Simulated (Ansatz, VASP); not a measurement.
Si in VASP and in Ansatz

```
CELL_PARAMETERS angstrom
-3.35577 3.33660 2.06766
3.33649 -3.17660 1.75750
3.47040 3.29122 -1.79087
ATOMIC_POSITIONS crystal
Si 0.17238 0.16932 0.35144
Si 0.81916 0.82901 0.65030
Si 0.19275 0.82771 0.00165
Si 0.81570 0.17396 0.99661
```

Change from the starting cell: all atoms moved at random (sigma 0.03 Å a component), cell strained at random (sigma 0.03).

Alike in both runs: task single point; functional r2SCAN; k mesh 10 × 10 × 10; occupations gaussian, width 0.03 eV; no spin polarisation.

|  | VASP | Ansatz |
| --- | --- | --- |
| version | VASP 6.6.1 | Ansatz 0.2.0 |
| potentials or method | VASP PAW PBE potentials, release 64 (Si), cutoff 520 eV | scalar-relativistic, plane waves, PAW |
| valence electrons in the cell | 16 | 16 |

VASP gave:

* gap on the k mesh at the Fermi level (eV): 0.05
* least direct gap on the mesh (eV): 0.47
* pressure (GPa): -1.0
* traceless stress, the component that is largest in VASP (GPa): -4.96
* rms of the force components (eV/Å): 0.419

Question: Estimate Ansatz's values.

Answer: gap on the k mesh at the Fermi level (eV): 0.04; least direct gap on the mesh (eV): 0.45; pressure (GPa): -0.8; traceless stress, the component that is largest in VASP (GPa): -4.92; rms of the force components (eV/Å): 0.421.

VASP's potentials were made for PBE, not for r2SCAN. Atom by atom the forces differ by 0.003 eV/Å (rms over components).
